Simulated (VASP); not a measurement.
Write the native input for VASP 6.6.1 that does the following.

* Task: single point
* Functional: PBE
* Potentials or basis: VASP PAW PBE potentials, release 64 (Se)
* Cutoff: 520 eV
* k mesh: 6 × 6 × 6
* Occupations: gaussian, width 0.1 eV
* Spin: no spin polarisation
* Dipole correction: no
* Further INCAR settings: ALGO = Normal; EDIFF = 1e-06; NBANDS = 27

The structure of Se lies in POSCAR:

```
Se
1.0
    5.6553243318      3.2651030253      1.6131744806
   -5.6553243318      3.2651030253      1.6131744806
    0.0000000000     -6.5302060507      1.6131744806
Se
6
Direct
    0.8491438900      0.7259154400      0.0927317300
    0.7259154400      0.0927317300      0.8491438900
    0.0927317300      0.8491438900      0.7259154400
    0.1508561100      0.2740845600      0.9072682700
    0.2740845600      0.9072682700      0.1508561100
    0.9072682700      0.1508561100      0.2740845600
```

These files were run (other wordings do the same):

INCAR

```
ALGO = Normal
EDIFF = 1E-6
ENCUT = 520
GGA = PE
ISIF = 2
ISMEAR = 0
LASPH = T
LCHARG = F
LREAL = F
LWAVE = F
NBANDS = 27
NELM = 100
PREC = Accurate
SIGMA = 0.1
```

KPOINTS

```
k-points
0
Gamma
  6 6 6
```

Potentials or basis: VASP PAW PBE potentials, release 64 (Se).

Launch:

```console
$ cat potpaw_PBE.64/Se/POTCAR > POTCAR
$ mpirun -np 1 vasp_std > vasp.out
```

Results of the run:

```yaml
Pressure: 1.6 GPa
Largest_force: 0.361 eV/Å
Band_gap_on_the_k_mesh: 1.48 eV (least direct gap 1.67 eV)
```

Caveat: this functional lacks dispersion, which holds the molecules together, so the pressure and a relaxed volume are unreliable.

Run time: 110 s on 1 thread of Intel(R) Xeon(R) 6975P-C (Granite Rapids), with other jobs on the host, peak memory 0.4 GiB.
